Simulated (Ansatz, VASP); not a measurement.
# Two plane-wave programs on BAs

File POSCAR:

```
BAs
1.0
    2.9570103300      0.0000000000      0.0000000000
    0.0000000000      2.9570103300      0.0000000000
    0.0000000000      0.0000000000      2.9570103300
B As
1 1
Direct
    0.5000000000      0.5000000000      0.5000000000
    0.0000000000      0.0000000000      0.0000000000
```

INCAR.step1

```
ALGO = Normal ; EDIFF = 1E-5
ENCUT = 520 ; GGA = PE
ISIF = 2 ; ISMEAR = -1
LASPH = True ; LCHARG = False
LREAL = False ; LWAVE = True
NBANDS = 11 ; NELM = 60
PREC = Accurate ; SIGMA = 0.05
```

The input INCAR.step2:

```
AEXX = 0.25 ; ALGO = Normal
EDIFF = 1E-6 ; ENCUT = 520
GGA = PE ; HFSCREEN = 0.3
ISIF = 2 ; ISMEAR = -1
ISTART = 1 ; LASPH = True
LCHARG = False ; LHFCALC = True
LREAL = False ; LWAVE = False
NBANDS = 11 ; NELM = 60
PREC = Accurate ; PRECFOCK = Normal
SIGMA = 0.05
```

KPOINTS

```
k-points
0
Gamma
  5 5 5
```

input

```
crystal:
  lattice:
    - [2.95701033, 0.0, 0.0]
    - [0.0, 2.95701033, 0.0]
    - [0.0, 0.0, 2.95701033]
  atoms:
    - { symbol: B, position: [0.5, 0.5, 0.5] }
    - { symbol: As, position: [0.0, 0.0, 0.0] }
hamiltonian:
  xc: { exchange: pbe, correlation: pbe, exx: { coeff: 0.25, omega: 0.3 } }
  pseudopotentials: { kind: paw }
kpoints:
  mp_grid: { grid: [5, 5, 5] }
scf:
  occupations: { method: fermi_dirac, width: 0.05 }
output:
  forces: true
  stress: true
  eigenvalues: true
```

Alike in both runs: task single point; functional PBE-based screened hybrid; k mesh 5 × 5 × 5; occupations fermi-dirac, width 0.05 eV; no spin polarisation.

|  | VASP | Ansatz |
| --- | --- | --- |
| version | VASP 6.6.1 | Ansatz 0.2.0 |
| potentials or method | VASP PAW PBE potentials, release 64 (B, As) | Ansatz PAW |
| plane-wave cutoff (eV) | 520 | 420 |
| valence electrons in the cell | 8 | 18 |

VASP gave:

- gap on the k mesh at the Fermi level (eV): none
- pressure (GPa): -8.6

Task: Estimate Ansatz's values.

Result: gap on the k mesh at the Fermi level (eV): none; pressure (GPa): -8.3.

VASP's potentials were made for PBE, not for PBE-based screened hybrid. A gap of «none» marks a metal or a gap that the smearing closes. The functional is the same, so the differences come from potentials, cutoffs and numerics. VASP's potentials hold 8 valence electrons a cell and Ansatz's 18, so a difference there can come from the potentials and not from the codes.

The k mesh is coarse, so the values compare programs but aren't converged.
